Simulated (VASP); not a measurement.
Si2Ni: relaxation of cell and atoms with PBEsol

Si2Ni:

```
CELL_PARAMETERS angstrom
0.00000 2.70300 2.70300
2.70300 0.00000 2.70300
2.70300 2.70300 0.00000
ATOMIC_POSITIONS crystal
Ni 0.00000 0.00000 0.00000
Si 0.75000 0.75000 0.75000
Si 0.25000 0.25000 0.25000
```

```json
{"Program": "VASP 6.6.1", "Task": "relaxation of cell and atoms", "Functional": "PBEsol", "Potentials or basis": "VASP PAW PBE potentials, release 64 (Ni, Si)", "Cutoff": "600 eV", "k mesh": "9 × 9 × 9", "Occupations": "fermi-dirac, width 0.05 eV", "Spin": "collinear spin, ferromagnetic start", "Starting moments": "[1.0, 0.0, 0.0] μB", "Target pressure": "30 GPa", "Dipole correction": "no", "Further INCAR settings": "ALGO = Normal; EDIFF = 1e-06; IBRION = 2; EDIFFG = -0.005; NSW = 80; ISIF = 3"}
```

```json
{
 "Relaxed volume": "11.37 Å³/atom",
 "Relaxed cell": "a = 3.640 Å, b = 3.640 Å, c = 3.640 Å, α = 60.00°, β = 60.00°, γ = 60.00°",
 "Space group after relaxing (to 0.05 Å)": "Fm-3m (No. 225)",
 "Energy change on relaxing (the enthalpy is what falls)": "+140.5 meV/atom",
 "Ionic steps": "5",
 "Pressure after relaxing": "30.0 GPa",
 "Band gap on the k mesh": "zero (filled and empty bands overlap)",
 "Net moment": "0.00 μB per cell",
 "Valence electrons inside the program's atomic spheres": "Ni 10.25; Si 1.68"
}
```

Step by step:
| step | energy change (eV) | largest force (eV/Å) | pressure (GPa) | volume (Å³) |
| --- | --- | --- | --- | --- |
| 1 | 0.0000 | 0.0000 | -0.66 | 39.50 |
| 2 | 3.9340 | 0.0000 | 144.12 | 26.78 |
| 3 | 0.3499 | 0.0000 | 26.67 | 34.51 |
| 4 | 0.4029 | 0.0000 | 29.17 | 34.21 |
| 5 | 0.4214 | 0.0000 | 30.01 | 34.11 |

Final structure:
```cif
data_structure
_symmetry_space_group_name_H-M 'P 1'
_symmetry_Int_Tables_number 1
_cell_length_a 3.6402
_cell_length_b 3.6402
_cell_length_c 3.6402
_cell_angle_alpha 60.000
_cell_angle_beta 60.000
_cell_angle_gamma 60.000
_cell_volume 34.11
loop_
_atom_site_label
_atom_site_type_symbol
_atom_site_fract_x
_atom_site_fract_y
_atom_site_fract_z
_atom_site_occupancy
Ni1 Ni 0.00000 0.00000 0.00000 1
Si1 Si 0.75000 0.75000 0.75000 1
Si2 Si 0.25000 0.25000 0.25000 1
```

Levels at points of the mesh, in eV from the Fermi level:
Spin up:
| k point | band 5 | band 6 | band 7 | band 8 | band 9 | band 10 | band 11 | band 12 | band 13 | band 14 |
| --- | --- | --- | --- | --- | --- | --- | --- | --- | --- | --- |
| (0.00, 0.00, 0.00) | -4.53 | -4.53 | 0.89 | 1.82 | 1.82 | 1.82 | 1.86 | 1.86 | 1.86 | 4.98 |
Spin down:
| k point | band 7 | band 8 | band 9 | band 10 | band 11 | band 12 |
| --- | --- | --- | --- | --- | --- | --- |
| (0.00, 0.00, 0.00) | 0.89 | 1.82 | 1.82 | 1.82 | 1.86 | 1.86 |

It took 2.5 min on 1 thread of Intel Xeon 6975P-C, on a shared host, peak memory 0.23 GiB.

Caveat: the cell is relaxed towards a set pressure, so the enthalpy falls and the energy may rise; the PAW data sets were made with another functional, which shifts forces and pressure a little.
